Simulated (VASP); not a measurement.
Crystal: NaF.

```xyz
2
Lattice="0.0000 2.2972 2.2972 2.2972 0.0000 2.2972 2.2972 2.2972 0.0000" Properties=species:S:1:pos:R:3 pbc="T T T"
Na    0.0000    0.0000    0.0000
F     2.2972    2.2972    2.2972
```

Base run:

```yaml
Program: VASP 6.6.1
Functional: PBE
Potentials_or_basis: VASP PAW PBE potentials, release 64 (Na_pv, F)
Cutoff: 520 eV
k_mesh: 8 × 8 × 8
Occupations: gaussian, width 0.01 eV
Spin: no spin polarisation
```

Its results: band gap on the k mesh 6.44 eV; electronic dielectric tensor (diagonal) 1.87.

**Question.** The run is repeated on the same cell with these changes: functional from PBE to r2SCAN. What comes out?

**Answer.** Band gap on the k mesh 7.32 eV; electronic dielectric tensor (diagonal) 1.80.

